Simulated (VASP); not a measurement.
Here is a VASP 6.6.1 calculation.

The input INCAR:

```
  ALGO = Normal
  EDIFF = 1E-7
  ENCUT = 520
  GGA = PE
  ISIF = 2
  ISMEAR = 0
  LASPH = True
  LCHARG = False
  LREAL = False
  LWAVE = False
  NBANDS = 22
  NELM = 60
  PREC = Accurate
  SIGMA = 0.01
```

The input KPOINTS:

```
k-points
0
Gamma
  6 6 2
```

Contents of POSCAR:

```
I
1.0
    4.5815463766     -2.3591049815      0.0000000000
    4.5815463766      2.3591049815      0.0000000000
    0.0000000000      0.0000000000     10.0248841624
I
4
Direct
    0.8417984967      0.1582015033      0.8779801343
    0.3417984967      0.6582015033      0.6220198657
    0.1582015033      0.8417984967      0.1220198657
    0.6582015033      0.3417984967      0.3779801343
```

Potentials or basis: VASP PAW PBE potentials, release 64 (I).

Launch:

```console
$ cat potpaw_PBE.64/I/POTCAR > POTCAR
$ mpirun -np 1 vasp_std > vasp.out
```

Question: Estimate the band gap on the k mesh.

Answer: 0.95 eV, indirect (least direct gap 0.96 eV).

Question: What does it give for the largest force?

Answer: 0.276 eV/Å.

Question: Estimate the pressure.

Answer: -1.0 GPa.

Forces on the atoms (eV/Å):
```
I    0.000 -0.191  0.199
I    0.000 -0.191 -0.199
I    0.000  0.191 -0.199
I    0.000  0.191  0.199
```

Caveat: spin-orbit coupling is left out, which moves the levels of the heavy elements. A k mesh can miss the band edges.
